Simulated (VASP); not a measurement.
# Cl (Cmce) in VASP: electric field gradients with PBE

Aim: the electric field gradients of Cl with PBE.

Program: VASP 6.6.1. These are calculated values, not measurements. Logs are shortened: lines on timing, memory, paths and dates and some standing lists are left out, and cuts for length are marked.

### Step 1. The cell of the first run

The structure is orthorhombic, space group Cmce (No. 64). Conventional cell: a = 6.240 Å, b = 4.480 Å, c = 8.260 Å, α = 90.00°, β = 90.00°, γ = 90.00°. Within 2.7 Å of Cl (site symmetry m) lie 1 Cl at 2.02 Å.

### Step 2. Electric field gradients, PBE

INCAR

```
SYSTEM = Cl
PREC = Accurate
ENCUT = 400
EDIFF = 1E-8
ISMEAR = -1
SIGMA = 0.02
LREAL = .FALSE.
LASPH = .TRUE.
NELM = 120
ALGO = Normal
ISIF = 2
LWAVE = .FALSE.
LCHARG = .FALSE.
GGA = PE
LEFG = .TRUE.
NBANDS = 22
GGA_COMPAT = .FALSE.
```

KPOINTS

```
regular mesh
0
G
  7 7 4
  0 0 0
```

POSCAR

```
Cl
1.0
    3.1200000000     -2.2400000000      0.0000000000
    3.1200000000      2.2400000000      0.0000000000
    0.0000000000      0.0000000000      8.2600000000
Cl
4
Direct
    0.1300000000      0.8700000000      0.1000000000
    0.6300000000      0.3700000000      0.4000000000
    0.8700000000      0.1300000000      0.9000000000
    0.3700000000      0.6300000000      0.6000000000
```

Potentials or basis: VASP PAW PBE potentials, release 64 (Cl).

The run is started by

```sh
> cat potpaw_PBE.64/Cl/POTCAR > POTCAR
> mpirun -np 1 vasp_std > vasp.out
```

OUTCAR:

```text
SYSTEM = Cl
   PREC = Accurate
   ENCUT = 400
   EDIFF = 1E-8
   ISMEAR = -1
   LREAL = .FALSE.
   LASPH = .TRUE.
   NELM = 120
   ISIF = 2
   GGA = PE

 ion  position               nearest neighbor table
   1  0.130  0.870  0.100-   3 2.02
   2  0.630  0.370  0.400-   4 2.02
   3  0.870  0.130  0.900-   1 2.02
   4  0.370  0.630  0.600-   2 2.02

  LATTYP: Found a base centered orthorhombic cell.
 ALAT       =     4.4800000000
 B/A-ratio  =     1.3928571429
 C/A-ratio  =     1.8437500000

  Lattice vectors:

 A1 = (  -3.1200000000,  -2.2400000000,   0.0000000000)
 A2 = (   3.1200000000,  -2.2400000000,   0.0000000000)
 A3 = (   0.0000000000,   0.0000000000,   8.2600000000)

Analysis of symmetry for initial positions (statically):
=====================================================================
 Subroutine PRICEL returns:
 Original cell was already a primitive cell.

 Routine SETGRP: Setting up the symmetry group for a
 base centered orthorhombic supercell.

 Subroutine GETGRP returns: Found  8 space group operations
 (whereof  4 operations were pure point group operations)
 out of a pool of  8 trial point group operations.

The static configuration has the point symmetry C_2h.
 The point group associated with its full space group is D_2h.

Analysis of symmetry for dynamics (positions and initial velocities):
=====================================================================
 Subroutine PRICEL returns:
 Original cell was already a primitive cell.

 Routine SETGRP: Setting up the symmetry group for a
 base centered orthorhombic supercell.

 Subroutine GETGRP returns: Found  8 space group operations
 (whereof  4 operations were pure point group operations)
 out of a pool of  8 trial point group operations.

The dynamic configuration has the point symmetry C_2h.
 The point group associated with its full space group is D_2h.

 Subroutine INISYM returns: Found  8 space group operations
 (whereof  4 operations are pure point group operations),
 and found     1 'primitive' translations

[... 142 lines left out ...]
  free energy    TOTEN  =        -7.30377260 eV

  energy without entropy =       -7.30377260  energy(sigma->0) =       -7.30377260

 E-fermi :  -0.1621     XC(G=0):  -7.7701

 val. band max:       -0.6051818255   @ k =  -0.4286   0.4286   0.0000
 cond. band min:       1.9049193287   @ k =   0.0000   0.0000   0.0000
 fundamental gap:      2.5101011542
 Fermi energy:        -0.1620910578

 k-point     1 :       0.0000    0.0000    0.0000
  band No.  band energies     occupation
      1     -17.1339      2.00000
      2     -16.9319      2.00000
      3     -13.2008      2.00000
      4     -12.6639      2.00000
      5      -5.8565      2.00000
      6      -5.0432      2.00000
[... 589 lines left out ...]
     21       9.9986      0.00000
     22      10.2867      0.00000

 [... further k-points ...]

------------------------ aborting loop because EDIFF is reached ----------------------------------------

  FORCE on cell =-STRESS in cart. coord.  units (eV):
  Direction    XX          YY          ZZ          XY          YZ          ZX
  --------------------------------------------------------------------------------------
  -------------------------------------------------------------------------------------
  Total        0.9411671     -0.0363770     -0.5946814      0.0000000      0.0000000      0.0000000
  in kB       13.0606458     -0.5048057     -8.2524378      0.0000000      0.0000000      0.0000000
  external PRESSURE =       1.4344674 kB  Pullay stress =       0.0000000 kB

 VOLUME and BASIS-vectors are now :
 -----------------------------------------------------------------------------
  energy-cutoff  :      400.00
  volume of cell :      115.45
      direct lattice vectors                 reciprocal lattice vectors
     3.120000000 -2.240000000  0.000000000     0.160256410 -0.223214286  0.000000000
     3.120000000  2.240000000  0.000000000     0.160256410  0.223214286  0.000000000
     0.000000000  0.000000000  8.260000000     0.000000000  0.000000000  0.121065375

 POSITION                                       TOTAL-FORCE (eV/Angst)
 -----------------------------------------------------------------------------------
      3.12000      1.65760      0.82600         0.000000      0.213606     -0.138900
      3.12000     -0.58240      3.30400         0.000000      0.213606      0.138900
      3.12000     -1.65760      7.43400         0.000000     -0.213606      0.138900
      3.12000      0.58240      4.95600         0.000000     -0.213606     -0.138900
 -----------------------------------------------------------------------------------
    total drift:                               -0.000000     -0.000000     -0.000000

  FREE ENERGIE OF THE ION-ELECTRON SYSTEM (eV)
  ---------------------------------------------------
  free  energy   TOTEN  =        -7.3037726050 eV

  energy  without entropy=       -7.3037726049  energy(sigma->0) =       -7.30377260

 Electric field gradients (V/A^2)
---------------------------------------------------------------------
 ion       V_xx      V_yy      V_zz      V_xy      V_xz      V_yz
---------------------------------------------------------------------
   1    -284.423     5.715   278.708     0.000     0.000  -372.469
   2    -284.423     5.715   278.708    -0.000    -0.000   372.469
   3    -284.423     5.715   278.708     0.000    -0.000  -372.469
   4    -284.423     5.715   278.708    -0.000     0.000   372.469
---------------------------------------------------------------------

 Electric field gradients after diagonalization (V/A^2)
 (convention: |V_zz| > |V_xx| > |V_yy|)
----------------------------------------------------------------------
 ion       V_xx      V_yy      V_zz     asymmetry (V_yy - V_xx)/ V_zz
----------------------------------------------------------------------
   1    -284.423  -254.480   538.904       0.056
   2    -284.423  -254.480   538.904       0.056
   3    -284.423  -254.480   538.904       0.056
   4    -284.423  -254.480   538.904       0.056
----------------------------------------------------------------------

           NMR quadrupolar parameters

 Cq : quadrupolar parameter    Cq=e*Q*V_zz/h
 eta: asymmetry parameters     (V_yy - V_xx)/ V_zz
 Q  : nuclear electric quadrupole moment in mb (millibarn)
----------------------------------------------------------------------
 ion       Cq(MHz)       eta       Q (mb)
----------------------------------------------------------------------
   1       1.303       0.056       1.000
   2       1.303       0.056       1.000
   3       1.303       0.056       1.000
   4       1.303       0.056       1.000
----------------------------------------------------------------------
```

OSZICAR:

```text
N       E                     dE             d eps       ncg     rms          rms(c)
DAV:   1     0.158843709940E+03    0.15884E+03   -0.10530E+04  2112   0.876E+02
DAV:   2     0.275462525320E+01   -0.15609E+03   -0.15151E+03  3032   0.188E+02
DAV:   3    -0.765469533538E+01   -0.10409E+02   -0.10370E+02  2680   0.552E+01
DAV:   4    -0.778739743246E+01   -0.13270E+00   -0.13265E+00  2824   0.758E+00
DAV:   5    -0.778943577862E+01   -0.20383E-02   -0.20383E-02  2694   0.894E-01    0.153E+01
DAV:   6    -0.742883910577E+01    0.36060E+00   -0.23926E-01  2622   0.277E+00    0.999E+00
DAV:   7    -0.731544078074E+01    0.11340E+00   -0.53777E-01  2622   0.402E+00    0.822E-01
DAV:   8    -0.730349561275E+01    0.11945E-01   -0.66186E-02  2442   0.153E+00    0.397E-01
DAV:   9    -0.730363774063E+01   -0.14213E-03   -0.16590E-03  2568   0.249E-01    0.797E-02
DAV:  10    -0.730376798487E+01   -0.13024E-03   -0.16117E-04  2830   0.787E-02    0.610E-02
DAV:  11    -0.730377151473E+01   -0.35299E-05   -0.46699E-05  2598   0.390E-02    0.146E-02
DAV:  12    -0.730377178781E+01   -0.27308E-06   -0.45354E-06  2592   0.137E-02    0.556E-03
DAV:  13    -0.730377257581E+01   -0.78799E-06   -0.10578E-06  2856   0.620E-03    0.256E-03
DAV:  14    -0.730377259387E+01   -0.18064E-07   -0.13575E-07  2966   0.218E-03    0.859E-04
DAV:  15    -0.730377261115E+01   -0.17282E-07   -0.27953E-08  2512   0.977E-04    0.332E-04
DAV:  16    -0.730377260495E+01    0.62007E-08   -0.35795E-09  1734   0.373E-04
   1 F= -.73037726E+01 E0= -.73037726E+01  d E =-.285153E-10
```

stdout:

```text
POSCAR found type information on POSCAR Cl
 POSCAR found :  1 types and       4 ions
 scaLAPACK will be used
 LDA part: xc-table for (Slater+PW92), standard interpolation
 POSCAR, INCAR and KPOINTS ok, starting setup
 FFT: planning ... GRIDC
 FFT: planning ... GRID_SOFT
 FFT: planning ... GRID
 WAVECAR not read
 entering main loop
ion   1

ion   2

ion   3

ion   4
```

It took 1.9 min on 1 thread of AMD EPYC 7R43 (Zen 3), shared host; peak memory 0.17 GiB.

What came out:

```
Free energy                             : -7.3038 eV
Pressure                                : 0.1 GPa
Largest force                           : 0.255 eV/Å
Band gap on the k mesh                  : 2.51 eV (least direct gap 2.53 eV)
Largest electric field gradient by atom : Cl +538.9 V/Å²
```

Forces on the atoms (eV/Å):
```
Cl   0.000  0.214 -0.139
Cl   0.000  0.214  0.139
Cl   0.000 -0.214  0.139
Cl   0.000 -0.214 -0.139
```

Levels at points of the mesh, in eV from the valence-band top:
```csv
k point,band 10,band 11,band 12,band 13,band 14,band 15,band 16,band 17,band 18,band 19
"(0.00, 0.00, 0.00)",-2.07,-0.67,-0.39,-0.12,-0.02,2.51,3.11,7.00,7.63,8.90
"(0.00, 0.00, 0.50)",-2.07,-0.62,-0.62,-0.07,-0.07,2.73,2.73,7.55,7.55,9.71
```

Electric field gradients, principal values (V/Å²):
```tsv
atom	least	middle	greatest (by size)
1 Cl	-254.480	-284.423	538.904
2 Cl	-254.480	-284.423	538.904
3 Cl	-254.480	-284.423	538.904
4 Cl	-254.480	-284.423	538.904
```

Caveat: this functional lacks dispersion, which holds the molecules together, so the pressure and a relaxed volume are unreliable; without QUAD_EFG the Cq values of the log hold for a quadrupole moment of 1 mb, not for the nuclei; an odd mesh through Γ misses points on the zone boundary, where band edges can lie.
